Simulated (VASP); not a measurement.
# BaS (P-6m2) in VASP: a series of runs, part 2 of 3

VASP 6.6.1. The steps go on from the part before.

## Step 3: Single point, r2SCAN

This run uses another cell than the first one, of 32.85 Å³/atom, 1.025 times its volume.

File POSCAR:

```
BaS
1.0
    4.3659497555      0.0000000000      0.0000000000
   -2.1829748777      3.7810233999      0.0000000000
    0.0000000000      0.0000000000      3.9801648148
Ba S
1 1
Direct
    0.0000000000      0.0000000000      0.0000000000
    0.6666666667      0.3333333333      0.5000000000
```

File INCAR.step1:

```
SYSTEM = BaS
  ALGO = Normal
  EDIFF = 1E-4
  ENCUT = 520
  GGA = PE
  ISMEAR = 0
  LASPH = .True.
  LCHARG = .False.
  LREAL = .False.
  LWAVE = .True.
  NBANDS = 15
  NELM = 60
  PREC = Accurate
  SIGMA = 0.05
```

File INCAR.step2:

```
SYSTEM = BaS
  ALGO = Normal
  EDIFF = 1E-6
  ENCUT = 520
  ISIF = 2
  ISMEAR = 0
  ISTART = 1
  LASPH = .True.
  LCHARG = .False.
  LMIXTAU = .True.
  LREAL = .False.
  LWAVE = .False.
  METAGGA = R2SCAN
  NBANDS = 15
  NELM = 60
  PREC = Accurate
  SIGMA = 0.05
```

File KPOINTS:

```
k-points
0
Gamma
  6 6 6
  0 0 0
```

Potentials or basis: VASP PAW PBE potentials, release 64 (Ba_sv, S).

Command:

```console
$ cat potpaw_PBE.64/Ba_sv/POTCAR potpaw_PBE.64/S/POTCAR > POTCAR
$ cp INCAR.step1 INCAR
$ mpirun -np 1 vasp_std > vasp.out
$ cp INCAR.step2 INCAR
$ mpirun -np 1 vasp_std > vasp.out
```

OUTCAR:

```text
SYSTEM = BaS
   EDIFF = 1E-6
   ENCUT = 520
   ISIF = 2
   ISMEAR = 0
   ISTART = 1
   LASPH = .True.
   LREAL = .False.
   METAGGA = R2SCAN
   NELM = 60
   PREC = Accurate

 ion  position               nearest neighbor table
   1  0.000  0.000  0.000-   2 3.21   2 3.21   2 3.21   2 3.21   2 3.21   2 3.21
   2  0.667  0.333  0.500-   1 3.21   1 3.21   1 3.21   1 3.21   1 3.21   1 3.21

  LATTYP: Found a hexagonal cell.
 ALAT       =     4.3659497555
 C/A-ratio  =     0.9116377965

  Lattice vectors:

 A1 = (   4.3659497555,   0.0000000000,   0.0000000000)
 A2 = (  -2.1829748777,   3.7810233999,   0.0000000000)
 A3 = (   0.0000000000,   0.0000000000,   3.9801648148)

Analysis of symmetry for initial positions (statically):
=====================================================================
 Subroutine PRICEL returns:
 Original cell was already a primitive cell.

 Routine SETGRP: Setting up the symmetry group for a
 hexagonal supercell.

 Subroutine GETGRP returns: Found 12 space group operations
 (whereof 12 operations were pure point group operations)
 out of a pool of 24 trial point group operations.

The static configuration has the point symmetry D_3h.

Analysis of symmetry for dynamics (positions and initial velocities):
=====================================================================
 Subroutine PRICEL returns:
 Original cell was already a primitive cell.

 Routine SETGRP: Setting up the symmetry group for a
 hexagonal supercell.

 Subroutine GETGRP returns: Found 12 space group operations
 (whereof 12 operations were pure point group operations)
 out of a pool of 24 trial point group operations.

The dynamic configuration has the point symmetry D_3h.

 Subroutine INISYM returns: Found 12 space group operations
 (whereof 12 operations are pure point group operations),
 and found     1 'primitive' translations

----------------------------------------------------------------------------------------

                                     Primitive cell

  volume of cell :      65.7036

  direct lattice vectors                    reciprocal lattice vectors
     4.365949755  0.000000000  0.000000000     0.229045238  0.132239330  0.000000000
    -2.182974878  3.781023400  0.000000000     0.000000000  0.264478659  0.000000000
     0.000000000  0.000000000  3.980164815     0.000000000  0.000000000  0.251245877

  length of vectors
     4.365949755  4.365949755  3.980164815     0.264478659  0.264478659  0.251245877

  position of ions in fractional coordinates (direct lattice)
     0.000000000  0.000000000  0.000000000
     0.666666667  0.333333333  0.500000000

  ion indices of the primitive-cell ions
   primitive index   ion index
                 1           1
                 2           2

----------------------------------------------------------------------------------------

 KPOINTS: k-points

Automatic generation of k-mesh.
 Grid dimensions read from file:
 generate k-points for:    6    6    6

 Generating k-lattice:

  Cartesian coordinates                     Fractional coordinates (reciprocal lattice)
     0.038174206  0.022039888  0.000000000     0.166666667 -0.000000000  0.000000000
     0.000000000  0.044079777  0.000000000     0.000000000  0.166666667  0.000000000
     0.000000000  0.000000000  0.041874313     0.000000000  0.000000000  0.166666667

  Length of vectors
     0.044079777  0.044079777  0.041874313

  Shift w.r.t. Gamma in fractional coordinates (k-lattice)
     0.000000000  0.000000000  0.000000000

 Subroutine IBZKPT returns following result:
 ===========================================

 Found     28 irreducible k-points:

 Following reciprocal coordinates:
            Coordinates               Weight
  0.000000  0.000000  0.000000      1.000000
  0.166667  0.000000  0.000000      6.000000
  0.333333 -0.000000  0.000000      6.000000
  0.500000 -0.000000  0.000000      3.000000
  0.166667  0.166667  0.000000      6.000000
  0.333333  0.166667  0.000000     12.000000
[... 16 lines left out ...]
  0.166667  0.000000  0.500000      6.000000
  0.333333 -0.000000  0.500000      6.000000
 [... further k-points ...]
   k-points           NKPTS =     28   k-points in BZ     NKDIM =     28   number of bands    NBANDS=     15
   number of dos      NEDOS =    301   number of ions     NIONS =      2
   total plane-waves  NPLWV =  30720
   dimension x,y,z NGX =    32 NGY =   32 NGZ =   30
   dimension x,y,z NGXF=    64 NGYF=   64 NGZF=   60
   ions per type =               1   1
   NGX,Y,Z   is equivalent  to a cutoff of  12.18, 12.18, 12.53 a.u.
   NGXF,Y,Z  is equivalent  to a cutoff of  24.37, 24.37, 25.06 a.u.
 SYSTEM =  BaS
   PREC   = accura    normal or accurate (medium, high low for compatibility)
   ISTART =      1    job   : 0-new  1-cont  2-samecut
   ICHARG =      0    charge: 1-file 2-atom 10-const
   ISPIN  =      1    spin polarized calculation?
   LNONCOLLINEAR =      F non collinear calculations
   LSORBIT =      F    spin-orbit coupling
   LASPH  =      T    aspherical Exc in radial PAW
   ENCUT  =  520.0 eV  38.22 Ry    6.18 a.u.   8.12  8.12  7.40*2*pi/ulx,y,z
   NELM   =     60;   NELMIN=  2; NELMDL=  0     # of ELM steps
   EDIFF  = 0.1E-05   stopping-criterion for ELM
   LREAL  =      F    real-space projection
   EDIFFG = 0.1E-04   stopping-criterion for IOM
   NSW    =      0    number of steps for IOM
   IBRION =     -1    ionic relax: 0-MD 1-quasi-New 2-CG
   NFREE  =      0    steps in history (QN), initial steepest desc. (CG)
   ISIF   =      2    stress and relaxation
   ISYM   =      2    0-nonsym 1-usesym 2-fastsym
   POTIM  = 0.5000    time-step for ionic-motion
   TEBEG  =    0.0;   TEEND  =   0.0 temperature during run
   PSTRESS=    0.0 pullay stress
   NELECT =      16.0000    total number of electrons
   NUPDOWN=      -1.0000    fix difference up-down
   EMIN   =  10.00;   EMAX   =-10.00  energy-range for DOS
   EFERMI =   0.00;   METHOD = LEGACY
   ISMEAR =     0;   SIGMA  =   0.05  broadening in eV -4-tet -1-fermi 0-gaus
   EFERMI_NEDOS =   21; number of points for ismear=-14 and -15
   IALGO  =     38    algorithm
   IMIX   =      4    mixing-type and parameters
     AMIX     =   0.40;   BMIX     =  1.00
     AMIX_MAG =   1.60;   BMIX_MAG =  1.00
  volume/ion in A,a.u.               =      32.85       221.69
  Fermi-wavevector in a.u.,A,eV,Ry     =   1.022316  1.931897 14.219854  1.045130
  Thomas-Fermi vector in A             =   2.155989
   LORBIT       =      0    0 simple, 1 ext, 2 COOP (PROOUT), +10 PAW based schemes
   METAGGA = R2SCAN    functional components
   LHFCALC =     F    Hartree Fock is set to
   AEXX    =    0.0000 exact exchange contribution
   IVDW    =     0    specifies the selected vdW correction
   LEPSILON=     F    determine dielectric tensor
   LRPA    =     F    only Hartree local field effects (RPA)
 non-spin polarized calculation
 Gauss-broadening in eV      SIGMA  =   0.05
  energy-cutoff  :      520.00
  volume of cell :       65.70
 maximum number of plane-waves:      1797
   NGX = 17   NGY = 17   NGZ = 15

 number of electron      16.0000001 magnetization

 Free energy of the ion-electron system (eV)
  ---------------------------------------------------
  ext. energy  EPLUGINS =         0.00000000
  ---------------------------------------------------
  free energy    TOTEN  =       -38.91378258 eV

  energy without entropy =      -38.91378258  energy(sigma->0) =      -38.91378258

 E-fermi :   1.9120     XC(G=0):  -9.0203

 val. band max:        1.6416560868   @ k =   0.0000   0.0000   0.0000
 cond. band min:       3.9788938332   @ k =   0.0000   0.0000   0.0000
 fundamental gap:      2.3372377463
 Fermi energy:         1.9120145796

 k-point     1 :       0.0000    0.0000    0.0000
  band No.  band energies     occupation
      1     -25.8546      2.00000
      2     -10.4882      2.00000
      3     -10.4882      2.00000
      4     -10.3399      2.00000
      5      -9.5178      2.00000
      6       0.8354      2.00000
      7       0.8354      2.00000
      8       1.6417      2.00000
      9       3.9789      0.00000
     10       5.2166      0.00000
     11       7.6746      0.00000
     12       7.6746      0.00000
     13       8.6414      0.00000
     14       8.6414      0.00000
     15      11.0680      0.00000
[... 397 lines left out ...]
 k-point    24 :       0.3333   -0.0000    0.5000
  band No.  band energies     occupation
      1     -25.7609      2.00000
      2     -11.2689      2.00000
      3     -10.7726      2.00000
      4     -10.4741      2.00000
      5      -8.8460      2.00000
      6      -0.1264      2.00000
      7       0.5082      2.00000
      8       0.5445      2.00000
      9       5.2130      0.00000
     10       6.6939      0.00000
     11       7.7377      0.00000
     12       8.6565      0.00000
     13       9.5132      0.00000
     14      11.5044      0.00000
     15      12.0947      0.00000

 [... further k-points ...]
[... 5 lines left out ...]
  --------------------------------------------------------------------------------------
  -------------------------------------------------------------------------------------
  Total        0.1562533      0.1562533      0.2524487      0.0000000      0.0000000      0.0000000
  in kB        3.8102244      3.8102244      6.1559418      0.0000000      0.0000000      0.0000000
  external PRESSURE =       4.5921302 kB  Pullay stress =       0.0000000 kB

 VOLUME and BASIS-vectors are now :
 -----------------------------------------------------------------------------
  energy-cutoff  :      520.00
  volume of cell :       65.70
      direct lattice vectors                 reciprocal lattice vectors
     4.365949755  0.000000000  0.000000000     0.229045238  0.132239330  0.000000000
    -2.182974878  3.781023400  0.000000000     0.000000000  0.264478659  0.000000000
     0.000000000  0.000000000  3.980164815     0.000000000  0.000000000  0.251245877

 POSITION                                       TOTAL-FORCE (eV/Angst)
 -----------------------------------------------------------------------------------
      0.00000      0.00000      0.00000        -0.000000      0.000000      0.000000
      2.18297      1.26034      1.99008         0.000000     -0.000000      0.000000
 -----------------------------------------------------------------------------------
    total drift:                               -0.000000      0.000000      0.000000

  FREE ENERGIE OF THE ION-ELECTRON SYSTEM (eV)
  ---------------------------------------------------
  free  energy   TOTEN  =       -38.9137825757 eV

  energy  without entropy=      -38.9137825757  energy(sigma->0) =      -38.91378258
```

Wall time 29 s (1 thread of Intel Xeon 6975P-C (Granite Rapids), shared host); peak memory 0.19 GiB.

What came out:

- Free energy: -38.9138 eV
- Pressure: 0.5 GPa
- Band gap on the k mesh: 2.34 eV, direct

Stress tensor (GPa, compression positive):
```
0.38 0.00 0.00
0.00 0.38 0.00
0.00 0.00 0.62
```

Caveat: the PAW data sets were made with another functional, which shifts forces and pressure a little; spin-orbit coupling is left out, which moves the levels of the heavy elements. r2SCAN opens gaps a little over a GGA but as a rule still falls short of measured ones.

## Step 4: Single point, r2SCAN

This run uses another cell than the first one, of 32.72 Å³/atom, 1.020 times its volume.

File POSCAR:

```
BaS
1.0
    4.3601207102      0.0000000000      0.0000000000
   -2.1800603551      3.7759752986      0.0000000000
    0.0000000000      0.0000000000      3.9748508368
Ba S
1 1
Direct
    0.0000000000      0.0000000000      0.0000000000
    0.6666666667      0.3333333333      0.5000000000
```

File INCAR.step1:

```
SYSTEM = BaS
PREC = Accurate ; ENCUT = 520
ISMEAR = 0 ; SIGMA = 0.05
LREAL = .False. ; LASPH = .True.
NELM = 80 ; NBANDS = 15
GGA = PE ; ALGO = Normal
EDIFF = 1E-4 ; LWAVE = .True.
LCHARG = .False.
```

File INCAR.step2:

```
SYSTEM = BaS
PREC = Accurate ; ENCUT = 520
EDIFF = 1E-6 ; ISMEAR = 0
SIGMA = 0.05 ; LREAL = .False.
LASPH = .True. ; NELM = 80
ALGO = Normal ; ISIF = 2
LWAVE = .False. ; LCHARG = .True.
METAGGA = R2SCAN ; LMIXTAU = .True.
LELF = .True. ; LVHAR = .True.
NBANDS = 15 ; ISTART = 1
```

File KPOINTS:

```
Automatic mesh
0
Gamma
  6 6 6
  0 0 0
```

Command:

```console
$ cat potpaw_PBE.64/Ba_sv/POTCAR potpaw_PBE.64/S/POTCAR > POTCAR
$ cp INCAR.step1 INCAR
$ mpirun -np 1 vasp_std > vasp.out
$ cp INCAR.step2 INCAR
$ mpirun -np 1 vasp_std > vasp.out
```

Run time: 31 s. Hardware: 1 thread of Intel Xeon 6975P-C (Granite Rapids), shared host; peak memory 0.19 GiB.

It converged, with:

```yaml
Free_energy: -38.9129 eV
Pressure: 0.6 GPa
Band_gap_on_the_k_mesh: 2.33 eV, direct
```

Stress tensor (GPa, compression positive):
```
0.54 0.00 0.00
0.00 0.54 0.00
0.00 0.00 0.82
```

Levels at points of the mesh, in eV from the valence-band top:
```tsv
k point	band 6	band 7	band 8	band 9	band 10	band 11
(0.00, 0.00, 0.00)	-0.81	-0.81	0.00	2.33	3.59	6.04
(0.50, 0.00, 0.00)	-1.99	-0.66	-0.45	2.52	5.83	6.27
(0.00, 0.00, 0.50)	-2.40	-0.67	-0.67	4.30	4.30	5.25
(0.50, 0.00, 0.50)	-1.65	-1.28	-1.26	3.92	5.43	7.36
```

Caveat: the PAW data sets were made with another functional, which shifts forces and pressure a little; spin-orbit coupling is left out, which moves the levels of the heavy elements. A k mesh can miss the band edges.

## Step 5: Single point, r2SCAN

This run uses another cell than the first one, of 32.72 Å³/atom, 1.020 times its volume.

POSCAR is that of step 4.

File INCAR.step1:

```
ALGO = Normal
EDIFF = 1E-4
ENCUT = 520
GGA = PE
ISMEAR = 0
LASPH = True
LCHARG = False
LREAL = False
LWAVE = True
NBANDS = 15
NELM = 60
PREC = Accurate
SIGMA = 0.05
```

File INCAR.step2:

```
ALGO = Normal
EDIFF = 1E-7
ENCUT = 520
ISIF = 2
ISMEAR = 0
ISTART = 1
LASPH = True
LCHARG = True
LELF = True
LMIXTAU = True
LREAL = False
LVHAR = True
LWAVE = False
METAGGA = R2SCAN
NBANDS = 15
NELM = 60
PREC = Accurate
SIGMA = 0.05
```

File KPOINTS:

```
k-points
0
Gamma
  6 6 6
```

Command:

```console
$ cat potpaw_PBE.64/Ba_sv/POTCAR potpaw_PBE.64/S/POTCAR > POTCAR
$ cp INCAR.step1 INCAR
$ mpirun -np 1 vasp_std > vasp.out
$ cp INCAR.step2 INCAR
$ mpirun -np 1 vasp_std > vasp.out
```

Wall time 39 s (1 thread of Intel Xeon 6975P-C (Granite Rapids), shared host); peak memory 0.19 GiB.

It converged, with:

- Free energy: -38.9129 eV
- Pressure: 0.6 GPa
- Band gap on the k mesh: 2.33 eV, direct

Stress tensor (GPa, compression positive):
```
0.55 0.00 0.00
0.00 0.55 0.00
0.00 0.00 0.82
```

Levels at points of the mesh, in eV from the valence-band top:
```csv
k point,band 5,band 6,band 7,band 8,band 9,band 10,band 11,band 12
"(0.00, 0.00, 0.00)",-11.17,-0.81,-0.81,0.00,2.33,3.59,6.04,6.04
"(0.50, 0.00, 0.00)",-10.18,-1.99,-0.66,-0.45,2.52,5.83,6.27,6.93
"(0.00, 0.00, 0.50)",-9.84,-2.40,-0.67,-0.67,4.30,4.30,5.25,5.25
"(0.50, 0.00, 0.50)",-10.76,-1.65,-1.28,-1.26,3.92,5.43,7.36,7.80
```

Caveat: the PAW data sets were made with another functional, which shifts forces and pressure a little; spin-orbit coupling is left out, which moves the levels of the heavy elements.

(Part 2 of 3 ends here.)
